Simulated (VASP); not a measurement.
# MgF2 (Sellaite) (P4_2/mnm) in VASP: notebook, part 2 of 2

VASP 6.6.1.

## (3) Relaxation of the atoms, r2SCAN

This run uses another cell than the first one, of 10.66 Å³/atom, 0.925 times its volume.

POSCAR

```
MgF2
1.0
    4.5948746200      0.0000000000      0.0000000000
    0.0000000000      4.5948746200      0.0000000000
    0.0000000000      0.0000000000      3.0288881900
Mg F
2 4
Direct
    0.0000000000      0.0000000000      0.0000000000
    0.5000000000      0.5000000000      0.5000000000
    0.3029444600      0.3029444600      0.0000000000
    0.1970555400      0.8029444600      0.5000000000
    0.6970555400      0.6970555400      0.0000000000
    0.8029444600      0.1970555400      0.5000000000
```

INCAR.step1

```
SYSTEM = MgF2
PREC     = Accurate       ! precision mode
ENCUT    = 580            ! plane-wave cutoff, eV
ISMEAR   = -1             ! smearing method
SIGMA    = 0.02           ! smearing width, eV
LREAL    = .FALSE.        ! projectors in reciprocal space
LASPH    = .TRUE.         ! aspherical terms in the spheres
NELM     = 120            ! most SCF steps
GGA      = PE             ! functional
ALGO     = Normal         ! electronic algorithm
EDIFF    = 1E-5           ! SCF threshold, eV
LWAVE    = .TRUE.         ! write WAVECAR
LCHARG   = .FALSE.        ! write CHGCAR
GGA_COMPAT= .FALSE.      
IBRION   = 2              ! ionic algorithm
EDIFFG   = -0.01          ! ionic threshold
NELMIN   = 4            
NSW      = 100            ! ionic steps
KPAR     = 4
```

INCAR.step2

```
SYSTEM = MgF2
PREC     = Accurate       ! precision mode
ENCUT    = 580            ! plane-wave cutoff, eV
EDIFF    = 1E-7           ! SCF threshold, eV
ISMEAR   = -1             ! smearing method
SIGMA    = 0.02           ! smearing width, eV
LREAL    = .FALSE.        ! projectors in reciprocal space
LASPH    = .TRUE.         ! aspherical terms in the spheres
NELM     = 120            ! most SCF steps
ALGO     = Normal         ! electronic algorithm
ISIF     = 2              ! what is computed and relaxed
LWAVE    = .FALSE.        ! write WAVECAR
LCHARG   = .FALSE.        ! write CHGCAR
METAGGA  = R2SCAN         ! meta-GGA
LMIXTAU  = .TRUE.       
IBRION   = 2              ! ionic algorithm
NSW      = 50             ! ionic steps
EDIFFG   = -0.01          ! ionic threshold
ISTART   = 1            
GGA_COMPAT= .FALSE.      
NELMIN   = 4            
KPAR     = 4
```

KPOINTS

```
Automatic mesh
0
G
  6 6 10
  0 0 0
```

Potentials or basis: VASP PAW PBE potentials, release 64 (Mg, F).

Run with:

```
$ cat potpaw_PBE.64/Mg/POTCAR potpaw_PBE.64/F/POTCAR > POTCAR
$ cp INCAR.step1 INCAR
$ mpirun -np 4 vasp_std > vasp.out
$ cp INCAR.step2 INCAR
$ mpirun -np 4 vasp_std > vasp.out
```

Wall time 51 s (4 MPI ranks of Intel Xeon Platinum 8481C at 2.70GHz (Sapphire Rapids), shared host); peak memory 0.23 GiB.

It converged, with:

- Free energy: -43.8444 eV
- Energy gained by relaxing: 0.0 meV/atom
- Ionic steps: 2
- Pressure after relaxing: 0.6 GPa
- Largest force after relaxing: 0.008 eV/Å
- Band gap on the k mesh: 8.15 eV, direct

Forces on the atoms (eV/Å):
```
Mg   0.000  0.000  0.000
Mg   0.000  0.000  0.000
F   -0.005 -0.005  0.000
F    0.005 -0.005  0.000
F    0.005  0.005  0.000
F   -0.005  0.005  0.000
```

Stress tensor (GPa, compression positive):
```
0.58 0.00 0.00
0.00 0.58 0.00
0.00 0.00 0.66
```

Final structure:
```
CELL_PARAMETERS angstrom
4.59487 0.00000 0.00000
0.00000 4.59487 0.00000
0.00000 0.00000 3.02889
ATOMIC_POSITIONS crystal
Mg 0.00000 0.00000 0.00000
Mg 0.50000 0.50000 0.50000
F 0.30281 0.30281 0.00000
F 0.19719 0.80281 0.50000
F 0.69719 0.69719 0.00000
F 0.80281 0.19719 0.50000
```

Levels at points of the mesh, in eV from the valence-band top:
| k point | band 14 | band 15 | band 16 | band 17 | band 18 | band 19 |
| --- | --- | --- | --- | --- | --- | --- |
| (0.00, 0.00, 0.00) | -0.33 | -0.33 | 0.00 | 8.15 | 13.39 | 13.39 |
| (0.50, 0.00, 0.00) | -0.99 | -0.39 | -0.39 | 10.61 | 10.61 | 14.68 |
| (0.50, 0.50, 0.00) | -0.97 | -0.81 | -0.81 | 12.35 | 12.35 | 12.52 |
| (0.00, 0.00, 0.50) | -1.20 | -0.89 | -0.89 | 13.03 | 13.03 | 16.20 |
| (0.50, 0.00, 0.50) | -0.75 | -0.69 | -0.69 | 13.93 | 13.93 | 14.76 |
| (0.50, 0.50, 0.50) | -0.64 | -0.49 | -0.49 | 14.38 | 14.38 | 14.74 |

Caveat: the PAW data sets were made with another functional, which shifts forces and pressure a little. A k mesh can miss the band edges.

## (4) Relaxation of the atoms, r2SCAN

This run uses another cell than the first one, of 10.88 Å³/atom, 0.943 times its volume.

POSCAR, as its differences from that of step 3:

```diff
@@ -2,5 +2,5 @@
 1.0
-    4.5948746200      0.0000000000      0.0000000000
-    0.0000000000      4.5948746200      0.0000000000
-    0.0000000000      0.0000000000      3.0288881900
+    4.6259220100      0.0000000000      0.0000000000
+    0.0000000000      4.6259220100      0.0000000000
+    0.0000000000      0.0000000000      3.0493542700
 Mg F
```

INCAR.step1

```
PREC     = Accurate       # precision mode
ENCUT    = 580            # plane-wave cutoff, eV
ISMEAR   = -1             # smearing method
SIGMA    = 0.02           # smearing width, eV
LREAL    = False          # projectors in reciprocal space
LASPH    = True           # aspherical terms in the spheres
NELM     = 120            # most SCF steps
GGA      = PE             # functional
ALGO     = Normal         # electronic algorithm
EDIFF    = 1E-5           # SCF threshold, eV
LWAVE    = True           # write WAVECAR
LCHARG   = False          # write CHGCAR
GGA_COMPAT= False        
IBRION   = 2              # ionic algorithm
EDIFFG   = -0.01          # ionic threshold
NELMIN   = 4            
NSW      = 100            # ionic steps
KPAR     = 4
```

INCAR.step2

```
PREC     = Accurate       # precision mode
ENCUT    = 580            # plane-wave cutoff, eV
EDIFF    = 1E-7           # SCF threshold, eV
ISMEAR   = -1             # smearing method
SIGMA    = 0.02           # smearing width, eV
LREAL    = False          # projectors in reciprocal space
LASPH    = True           # aspherical terms in the spheres
NELM     = 120            # most SCF steps
ALGO     = Normal         # electronic algorithm
ISIF     = 2              # what is computed and relaxed
LWAVE    = False          # write WAVECAR
LCHARG   = False          # write CHGCAR
METAGGA  = R2SCAN         # meta-GGA
LMIXTAU  = True         
IBRION   = 2              # ionic algorithm
NSW      = 50             # ionic steps
EDIFFG   = -0.01          # ionic threshold
ISTART   = 1            
GGA_COMPAT= False        
NELMIN   = 4            
KPAR     = 4
```

KPOINTS

```
regular mesh
0
Gamma
  6 6 10
```

Run with:

```
$ cat potpaw_PBE.64/Mg/POTCAR potpaw_PBE.64/F/POTCAR > POTCAR
$ cp INCAR.step1 INCAR
$ mpirun -np 4 vasp_std > vasp.out
$ cp INCAR.step2 INCAR
$ mpirun -np 4 vasp_std > vasp.out
```

Run time: 1.9 min. Hardware: 4 MPI ranks of AMD EPYC 9R45 (Zen 5), shared host; peak memory 0.2 GiB.

It converged, with:

* Free energy: -43.8445 eV
* Energy gained by relaxing: 0.0 meV/atom
* Ionic steps: 2
* Pressure after relaxing: -1.6 GPa
* Largest force after relaxing: 0.006 eV/Å
* Band gap on the k mesh: 8.01 eV, direct

Forces on the atoms (eV/Å):
```
Mg   0.000  0.000  0.000
Mg   0.000  0.000  0.000
F    0.004  0.004  0.000
F   -0.004  0.004  0.000
F   -0.004 -0.004  0.000
F    0.004 -0.004  0.000
```

Stress tensor (GPa, compression positive):
```
-1.53  0.00  0.00
 0.00 -1.53  0.00
 0.00  0.00 -1.71
```

Final structure:
```yaml
crystal:
  lattice:
    - [4.62592, 0.00000, 0.00000]
    - [0.00000, 4.62592, 0.00000]
    - [0.00000, 0.00000, 3.04935]
  atoms:
    - { symbol: Mg, position: [0.00000, 0.00000, 0.00000] }
    - { symbol: Mg, position: [0.50000, 0.50000, 0.50000] }
    - { symbol: F, position: [0.30304, 0.30304, 0.00000] }
    - { symbol: F, position: [0.19696, 0.80304, 0.50000] }
    - { symbol: F, position: [0.69696, 0.69696, 0.00000] }
    - { symbol: F, position: [0.80304, 0.19696, 0.50000] }
```

Levels at points of the mesh, in eV from the valence-band top:
```
           k point  band 14  band 15  band 16  band 17  band 18  band 19
(0.00, 0.00, 0.00)    -0.32    -0.32     0.00     8.01    13.25    13.25
(0.50, 0.00, 0.00)    -0.98    -0.38    -0.38    10.45    10.45    14.53
(0.50, 0.50, 0.00)    -0.94    -0.78    -0.78    12.20    12.20    12.30
(0.00, 0.00, 0.50)    -1.16    -0.86    -0.86    12.85    12.85    16.05
(0.50, 0.00, 0.50)    -0.74    -0.67    -0.67    13.76    13.76    14.56
(0.50, 0.50, 0.50)    -0.62    -0.48    -0.48    14.26    14.26    14.52
```

Caveat: the PAW data sets were made with another functional, which shifts forces and pressure a little. r2SCAN opens gaps a little over a GGA but as a rule still falls short of measured ones.

## (5) The runs side by side

```tsv
cell	gap on the mesh (eV)	pressure (GPa)	largest force (eV/Å)
atoms relaxed from a = 4.717, b = 4.717, c = 3.109 Å, 6 atoms	7.61	-6.8	-
atoms relaxed from a = 4.595, b = 4.595, c = 3.029 Å, 6 atoms	8.15	0.6	0.01
atoms relaxed from a = 4.626, b = 4.626, c = 3.049 Å, 6 atoms	8.01	-1.6	0.01
```

Alike in all rows: task relaxation of the atoms; level r2SCAN; potentials or basis VASP PAW PBE potentials, release 64 (Mg, F); no spin polarisation; k mesh 6 × 6 × 10; cutoff (eV) 580; smearing fermi-dirac 0.02 eV.

Caveats: the PAW data sets were made with another functional, which shifts forces and pressure a little.

Total energies depend on the potentials used, so only differences within one code and one set of settings carry meaning.
